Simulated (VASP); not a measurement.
# SiC (P6_3mc) in VASP: notebook

Runs on SiC. Level: PBEsol. Tasks: single point.

Everything below comes from runs of VASP 6.6.1. Logs are shortened: lines on timing, memory, paths and dates and some standing lists are left out, and cuts for length are marked.

### 1 The cell of the first run

Symmetry: P6_3mc, No. 186, hexagonal system. Conventional cell: a = 3.058 Å, b = 3.058 Å, c = 5.018 Å, α = 90.00°, β = 90.00°, γ = 120.00°. Within 2.5 Å of Si (site symmetry 3m) lie 4 C at 1.87 to 1.89 Å. Within 2.5 Å of C (site symmetry 3m) lie 4 Si at 1.87 to 1.89 Å.

### 2 Single point, PBEsol

The input, INCAR:

```
SYSTEM = SiC
PREC     = Accurate       ! precision mode
ENCUT    = 520            ! plane-wave cutoff, eV
EDIFF    = 1E-7           ! SCF threshold, eV
ISMEAR   = 0              ! smearing method
SIGMA    = 0.01           ! smearing width, eV
LREAL    = .False.        ! projectors in reciprocal space
LASPH    = .True.         ! aspherical terms in the spheres
NELM     = 100            ! most SCF steps
ALGO     = Normal         ! electronic algorithm
ISIF     = 2              ! what is computed and relaxed
LWAVE    = .False.        ! write WAVECAR
LCHARG   = .False.        ! write CHGCAR
GGA      = PS             ! functional
NBANDS   = 16             ! bands
```

The input, KPOINTS:

```
regular mesh
0
Gamma
  8 8 6
  0 0 0
```

The input, POSCAR:

```
SiC
1.0
    3.0584077666      0.0000000000      0.0000000000
   -1.5292038833      2.6486588210      0.0000000000
    0.0000000000      0.0000000000      5.0179704474
Si C
2 2
Direct
    0.3333333333      0.6666666667      0.0045948112
    0.6666666667      0.3333333333      0.5045948112
    0.3333333333      0.6666666667      0.3804051888
    0.6666666667      0.3333333333      0.8804051888
```

Potentials or basis: VASP PAW PBE potentials, release 64 (Si, C).

Run with:

```console
> cat potpaw_PBE.64/Si/POTCAR potpaw_PBE.64/C/POTCAR > POTCAR
> mpirun -np 1 vasp_std > vasp.out
```

OUTCAR:

```text
SYSTEM = SiC
   PREC = Accurate
   ENCUT = 520
   EDIFF = 1E-7
   ISMEAR = 0
   LREAL = .False.
   LASPH = .True.
   NELM = 100
   ISIF = 2
   GGA = PS

 ion  position               nearest neighbor table
   1  0.333  0.667  0.005-   4 1.87   4 1.87   4 1.87   3 1.89   2 3.07   2 3.07   2 3.07   2 3.07
                             2 3.07   2 3.07
   2  0.667  0.333  0.505-   3 1.87   3 1.87   3 1.87   4 1.89   1 3.07   1 3.07   1 3.07   1 3.07
                             1 3.07   1 3.07
   3  0.333  0.667  0.380-   2 1.87   2 1.87   2 1.87   1 1.89
   4  0.667  0.333  0.880-   1 1.87   1 1.87   1 1.87   2 1.89

  LATTYP: Found a hexagonal cell.
 ALAT       =     3.0584077666
 C/A-ratio  =     1.6407133484

  Lattice vectors:

 A1 = (   3.0584077666,   0.0000000000,   0.0000000000)
 A2 = (  -1.5292038833,   2.6486588210,   0.0000000000)
 A3 = (   0.0000000000,   0.0000000000,   5.0179704474)

Analysis of symmetry for initial positions (statically):
=====================================================================
 Subroutine PRICEL returns:
 Original cell was already a primitive cell.

 Routine SETGRP: Setting up the symmetry group for a
 hexagonal supercell.

 Subroutine GETGRP returns: Found 12 space group operations
 (whereof  6 operations were pure point group operations)
 out of a pool of 24 trial point group operations.

The static configuration has the point symmetry C_3v.
 The point group associated with its full space group is C_6v.

Analysis of symmetry for dynamics (positions and initial velocities):
=====================================================================
 Subroutine PRICEL returns:
 Original cell was already a primitive cell.

 Routine SETGRP: Setting up the symmetry group for a
 hexagonal supercell.

 Subroutine GETGRP returns: Found 12 space group operations
 (whereof  6 operations were pure point group operations)
 out of a pool of 24 trial point group operations.

The dynamic configuration has the point symmetry C_3v.
 The point group associated with its full space group is C_6v.

 Subroutine INISYM returns: Found 12 space group operations
 (whereof  6 operations are pure point group operations),
 and found     1 'primitive' translations

----------------------------------------------------------------------------------------

                                     Primitive cell

  volume of cell :      40.6490

  direct lattice vectors                    reciprocal lattice vectors
     3.058407767  0.000000000  0.000000000     0.326967519  0.188774785  0.000000000
    -1.529203883  2.648658821  0.000000000     0.000000000  0.377549570  0.000000000
     0.000000000  0.000000000  5.017970447     0.000000000  0.000000000  0.199283756

  length of vectors
     3.058407767  3.058407767  5.017970447     0.377549570  0.377549570  0.199283756

  position of ions in fractional coordinates (direct lattice)
     0.333333333  0.666666667  0.004594811
     0.666666667  0.333333333  0.504594811
     0.333333333  0.666666667  0.380405189
     0.666666667  0.333333333  0.880405189

  ion indices of the primitive-cell ions
   primitive index   ion index
                 1           1
                 2           2
                 3           3
                 4           4

----------------------------------------------------------------------------------------

 KPOINTS: regular mesh

Automatic generation of k-mesh.
 Grid dimensions read from file:
 generate k-points for:    8    8    6

 Generating k-lattice:

  Cartesian coordinates                     Fractional coordinates (reciprocal lattice)
     0.040870940  0.023596848  0.000000000     0.125000000  0.000000000  0.000000000
     0.000000000  0.047193696  0.000000000     0.000000000  0.125000000  0.000000000
     0.000000000  0.000000000  0.033213959     0.000000000  0.000000000  0.166666667

  Length of vectors
     0.047193696  0.047193696  0.033213959

  Shift w.r.t. Gamma in fractional coordinates (k-lattice)
     0.000000000  0.000000000  0.000000000

 Subroutine IBZKPT returns following result:
 ===========================================

 Found     40 irreducible k-points:

 Following reciprocal coordinates:
            Coordinates               Weight
  0.000000  0.000000  0.000000      1.000000
  0.125000  0.000000  0.000000      6.000000
  0.250000  0.000000  0.000000      6.000000
  0.375000  0.000000  0.000000      6.000000
  0.500000  0.000000  0.000000      3.000000
  0.125000  0.125000  0.000000      6.000000
[... 16 lines left out ...]
  0.250000  0.000000  0.333333     12.000000
  0.375000  0.000000  0.333333     12.000000
 [... further k-points ...]
   k-points           NKPTS =     40   k-points in BZ     NKDIM =     40   number of bands    NBANDS=     16
   number of dos      NEDOS =    301   number of ions     NIONS =      4
   total plane-waves  NPLWV =  23040
   dimension x,y,z NGX =    24 NGY =   24 NGZ =   40
   dimension x,y,z NGXF=    48 NGYF=   48 NGZF=   80
   ions per type =               2   2
   NGX,Y,Z   is equivalent  to a cutoff of  13.05, 13.05, 13.25 a.u.
   NGXF,Y,Z  is equivalent  to a cutoff of  26.09, 26.09, 26.50 a.u.
 SYSTEM =  SiC
   PREC   = accura    normal or accurate (medium, high low for compatibility)
   ISTART =      0    job   : 0-new  1-cont  2-samecut
   ICHARG =      2    charge: 1-file 2-atom 10-const
   ISPIN  =      1    spin polarized calculation?
   LNONCOLLINEAR =      F non collinear calculations
   LSORBIT =      F    spin-orbit coupling
   LASPH  =      T    aspherical Exc in radial PAW
   ENCUT  =  520.0 eV  38.22 Ry    6.18 a.u.   5.69  5.69  9.33*2*pi/ulx,y,z
   NELM   =    100;   NELMIN=  2; NELMDL= -5     # of ELM steps
   EDIFF  = 0.1E-06   stopping-criterion for ELM
   LREAL  =      F    real-space projection
   EDIFFG = 0.1E-05   stopping-criterion for IOM
   NSW    =      0    number of steps for IOM
   IBRION =     -1    ionic relax: 0-MD 1-quasi-New 2-CG
   NFREE  =      0    steps in history (QN), initial steepest desc. (CG)
   ISIF   =      2    stress and relaxation
   ISYM   =      2    0-nonsym 1-usesym 2-fastsym
   POTIM  = 0.5000    time-step for ionic-motion
   TEBEG  =    0.0;   TEEND  =   0.0 temperature during run
   PSTRESS=    0.0 pullay stress
   NELECT =      16.0000    total number of electrons
   NUPDOWN=      -1.0000    fix difference up-down
   EMIN   =  10.00;   EMAX   =-10.00  energy-range for DOS
   EFERMI =   0.00;   METHOD = LEGACY
   ISMEAR =     0;   SIGMA  =   0.01  broadening in eV -4-tet -1-fermi 0-gaus
   EFERMI_NEDOS =   21; number of points for ismear=-14 and -15
   IALGO  =     38    algorithm
   IMIX   =      4    mixing-type and parameters
     AMIX     =   0.40;   BMIX     =  1.00
     AMIX_MAG =   1.60;   BMIX_MAG =  1.00
  volume/ion in A,a.u.               =      10.16        68.58
  Fermi-wavevector in a.u.,A,eV,Ry     =   1.199771  2.267238 19.584909  1.439450
  Thomas-Fermi vector in A             =   2.335625
   LORBIT       =      0    0 simple, 1 ext, 2 COOP (PROOUT), +10 PAW based schemes
   GGA     = PS    functional components
   LHFCALC =     F    Hartree Fock is set to
   AEXX    =    0.0000 exact exchange contribution
   IVDW    =     0    specifies the selected vdW correction
   LEPSILON=     F    determine dielectric tensor
   LRPA    =     F    only Hartree local field effects (RPA)
 non-spin polarized calculation
 Gauss-broadening in eV      SIGMA  =   0.01
  energy-cutoff  :      520.00
  volume of cell :       40.65
 maximum number of plane-waves:      1110
 NGX is ok and might be reduce to    24
   NGX = 11   NGY = 11   NGZ = 19

 number of electron      15.9999999 magnetization

 Free energy of the ion-electron system (eV)
  ---------------------------------------------------
  ext. energy  EPLUGINS =         0.00000000
  ---------------------------------------------------
  free energy    TOTEN  =       -31.81036844 eV

  energy without entropy =      -31.81036844  energy(sigma->0) =      -31.81036844

 E-fermi :   8.5262     XC(G=0): -11.5743

 val. band max:        8.4082192428   @ k =   0.0000   0.0000   0.0000
 cond. band min:      10.7548209230   @ k =   0.3750   0.2500   0.0000
 fundamental gap:      2.3466016801
 Fermi energy:         8.5261516104

 k-point     1 :       0.0000    0.0000    0.0000
  band No.  band energies     occupation
      1      -7.3221      2.00000
      2      -3.6500      2.00000
      3      -0.4559      2.00000
      4       7.0767      2.00000
      5       7.0767      2.00000
      6       8.2954      2.00000
[... 8 lines left out ...]
     15      17.4232      0.00000
     16      19.7667      0.00000

 k-point     2 :       0.1250    0.0000    0.0000
  band No.  band energies     occupation
      1      -7.0468      2.00000
      2      -3.4161      2.00000
      3      -0.2003      2.00000
      4       5.6739      2.00000
      5       6.6313      2.00000
      6       7.4450      2.00000
[... 8 lines left out ...]
     15      18.0307      0.00000
     16      18.2308      0.00000

 k-point     3 :       0.2500    0.0000    0.0000
  band No.  band energies     occupation
      1      -6.2379      2.00000
      2      -2.7698      2.00000
      3       0.5073      2.00000
      4       3.2007      2.00000
      5       5.4366      2.00000
      6       5.8403      2.00000
[... 8 lines left out ...]
     15      18.4877      0.00000
     16      19.2291      0.00000

 k-point     4 :       0.3750    0.0000    0.0000
  band No.  band energies     occupation
      1      -4.9799      2.00000
      2      -2.1037      2.00000
      3       0.7011      2.00000
      4       2.0822      2.00000
      5       3.3495      2.00000
      6       5.2419      2.00000
[... 8 lines left out ...]
     15      19.7140      0.00000
     16      20.5680      0.00000
[... 324 lines left out ...]
 k-point    22 :       0.1250    0.0000    0.3333
  band No.  band energies     occupation
      1      -6.5010      2.00000
      2      -4.9534      2.00000
      3       2.1641      2.00000
      4       5.7221      2.00000
      5       6.1111      2.00000
      6       6.9698      2.00000
[... 8 lines left out ...]
     15      17.1684      0.00000
     16      19.0034      0.00000

 k-point    23 :       0.2500    0.0000    0.3333
  band No.  band energies     occupation
      1      -5.7038      2.00000
      2      -4.2035      2.00000
      3       2.2997      2.00000
      4       4.0270      2.00000
      5       4.3169      2.00000
      6       6.2272      2.00000
[... 8 lines left out ...]
     15      18.8094      0.00000
     16      19.3729      0.00000

 k-point    24 :       0.3750    0.0000    0.3333
  band No.  band energies     occupation
      1      -4.4773      2.00000
      2      -3.1332      2.00000
      3       0.7362      2.00000
      4       2.0114      2.00000
      5       4.2993      2.00000
      6       5.6517      2.00000
[... 8 lines left out ...]
     15      20.2096      0.00000
     16      20.4715      0.00000

 [... further k-points ...]

------------------------ aborting loop because EDIFF is reached ----------------------------------------

  FORCE on cell =-STRESS in cart. coord.  units (eV):
  Direction    XX          YY          ZZ          XY          YZ          ZX
  --------------------------------------------------------------------------------------
  -------------------------------------------------------------------------------------
  Total        1.1066696      1.1066696      1.1072883      0.0000000      0.0000000     -0.0000000
  in kB       43.6193349     43.6193349     43.6437239      0.0000000      0.0000000     -0.0000000
  external PRESSURE =      43.6274645 kB  Pullay stress =       0.0000000 kB

 VOLUME and BASIS-vectors are now :
 -----------------------------------------------------------------------------
  energy-cutoff  :      520.00
  volume of cell :       40.65
      direct lattice vectors                 reciprocal lattice vectors
     3.058407767  0.000000000  0.000000000     0.326967519  0.188774785  0.000000000
    -1.529203883  2.648658821  0.000000000     0.000000000  0.377549570  0.000000000
     0.000000000  0.000000000  5.017970447     0.000000000  0.000000000  0.199283756

 POSITION                                       TOTAL-FORCE (eV/Angst)
 -----------------------------------------------------------------------------------
     -0.00000      1.76577      0.02306        -0.000000     -0.000000      0.000148
      1.52920      0.88289      2.53204         0.000000      0.000000      0.000148
     -0.00000      1.76577      1.90886        -0.000000     -0.000000     -0.000148
      1.52920      0.88289      4.41785         0.000000     -0.000000     -0.000148
 -----------------------------------------------------------------------------------
    total drift:                               -0.000000      0.000000     -0.000213

  FREE ENERGIE OF THE ION-ELECTRON SYSTEM (eV)
  ---------------------------------------------------
  free  energy   TOTEN  =       -31.8103684421 eV

  energy  without entropy=      -31.8103684421  energy(sigma->0) =      -31.81036844
```

Run time: 42 s. Hardware: 1 thread of Intel Xeon 8259CL, shared host; peak memory 0.16 GiB.

What came out:

* Free energy: -31.8104 eV
* Pressure: 4.4 GPa
* Band gap on the k mesh: 2.35 eV, indirect (least direct gap 3.88 eV)

Caveat: the PAW data sets were made with another functional, which shifts forces and pressure a little.

### 3 Single point, PBEsol

This run uses another cell than the first one, of 10.44 Å³/atom, 1.027 times its volume.

INCAR: that of step 2 with these lines changed.

```diff
@@ -8,3 +8,3 @@
 LASPH    = .True.         ! aspherical terms in the spheres
-NELM     = 100            ! most SCF steps
+NELM     = 80             ! most SCF steps
 ALGO     = Normal         ! electronic algorithm
```

KPOINTS is that of step 2.

The input, POSCAR:

```
SiC
1.0
    3.0853550106      0.0000000000      0.0000000000
   -1.5426775053      2.6719958188      0.0000000000
    0.0000000000      0.0000000000      5.0630855586
Si C
2 2
Direct
    0.3333333333      0.6666666667      0.0045833393
    0.6666666667      0.3333333333      0.5045833393
    0.3333333333      0.6666666667      0.3804166607
    0.6666666667      0.3333333333      0.8804166607
```

Potentials or basis: VASP PAW PBE potentials, release 64 (Si, C).

Run with:

```console
> cat potpaw_PBE.64/Si/POTCAR potpaw_PBE.64/C/POTCAR > POTCAR
> mpirun -np 1 vasp_std > vasp.out
```

It took 41 s on 1 thread of Intel Xeon 8259CL, shared host; peak memory 0.16 GiB.

Results (log left out):

```
Free energy            : -31.8195 eV
Pressure               : -1.6 GPa
Band gap on the k mesh : 2.39 eV, indirect (least direct gap 3.83 eV)
```

Levels at points of the mesh, in eV from the valence-band top:
```
           k point  band 6  band 7  band 8  band 9  band 10  band 11
(0.00, 0.00, 0.00)   -0.11    0.00    0.00    4.66     6.06     6.54
(0.50, 0.00, 0.00)   -3.33   -3.32   -1.20    2.64     4.11     6.73
(0.00, 0.00, 0.50)   -0.71   -0.71   -0.71    5.75     5.75     7.22
(0.50, 0.00, 0.50)   -2.45   -2.33   -2.33    3.15     3.15     5.12
```

Caveat: the PAW data sets were made with another functional, which shifts forces and pressure a little.

### 4 Single point, PBEsol

This run uses another cell than the first one, of 10.34 Å³/atom, 1.017 times its volume.

The input, INCAR:

```
SYSTEM = SiC
PREC = Accurate ; ENCUT = 520
EDIFF = 1E-6 ; ISMEAR = -1
SIGMA = 0.1 ; LREAL = .FALSE.
LASPH = .TRUE. ; NELM = 80
ALGO = Normal ; ISIF = 2
LWAVE = .FALSE. ; LCHARG = .FALSE.
GGA = PS ; NBANDS = 16
```

The input, KPOINTS:

```
regular mesh
0
G
  12 12 6
  0 0 0
```

The input, POSCAR:

```
SiC
1.0
    3.0757719604      0.0000000000      0.0000000000
   -1.5378859802      2.6636966539      0.0000000000
    0.0000000000      0.0000000000      5.0475313094
Si C
2 2
Direct
    0.3333333333      0.6666666667      0.0045931156
    0.6666666667      0.3333333333      0.5045931156
    0.3333333333      0.6666666667      0.3804068844
    0.6666666667      0.3333333333      0.8804068844
```

Run with:

```console
> cat potpaw_PBE.64/Si/POTCAR potpaw_PBE.64/C/POTCAR > POTCAR
> mpirun -np 1 vasp_std > vasp.out
```

Run time: 60 s. Hardware: 1 thread of Intel Xeon 8259CL, shared host; peak memory 0.18 GiB.

The run converged. Its results:

| Item | Value |
| --- | --- |
| Free energy | -31.8222 eV |
| Pressure | 0.4 GPa |
| Band gap on the k mesh | 2.11 eV, indirect (least direct gap 3.85 eV) |

Levels at points of the mesh, in eV from the valence-band top:
| k point | band 4 | band 5 | band 6 | band 7 | band 8 | band 9 | band 10 | band 11 | band 12 | band 13 |
| --- | --- | --- | --- | --- | --- | --- | --- | --- | --- | --- |
| (0.00, 0.00, 0.00) | -1.32 | -1.32 | -0.11 | 0.00 | 0.00 | 4.74 | 6.15 | 6.59 | 6.59 | 7.68 |
| (0.50, 0.00, 0.00) | -6.31 | -5.48 | -3.34 | -3.34 | -1.20 | 2.65 | 4.12 | 6.80 | 7.04 | 9.99 |
| (0.00, 0.00, 0.50) | -4.47 | -0.72 | -0.72 | -0.72 | -0.72 | 5.83 | 5.83 | 7.27 | 7.27 | 7.27 |
| (0.50, 0.00, 0.50) | -8.32 | -2.46 | -2.46 | -2.34 | -2.34 | 3.17 | 3.17 | 5.16 | 5.16 | 10.30 |

Caveat: the PAW data sets were made with another functional, which shifts forces and pressure a little.

### 5 The runs side by side

| cell | k mesh | smearing | gap on the mesh (eV) | pressure (GPa) |
| --- | --- | --- | --- | --- |
| a = 3.058, b = 3.058, c = 5.018 Å, angles 90.0, 90.0, 120.0°, 4 atoms | 8 × 8 × 6 | gaussian 0.01 eV | 2.35 | 4.4 |
| a = 3.085, b = 3.085, c = 5.063 Å, angles 90.0, 90.0, 120.0°, 4 atoms | 8 × 8 × 6 | gaussian 0.01 eV | 2.39 | -1.6 |
| a = 3.076, b = 3.076, c = 5.048 Å, angles 90.0, 90.0, 120.0°, 4 atoms | 12 × 12 × 6 | fermi-dirac 0.1 eV | 2.11 | 0.4 |

Alike in all rows: task single point; level PBEsol; potentials or basis VASP PAW PBE potentials, release 64 (Si, C); no spin polarisation; cutoff (eV) 520.

Caveats: the PAW data sets were made with another functional, which shifts forces and pressure a little.

Total energies depend on the potentials used, so only differences within one code and one set of settings carry meaning.
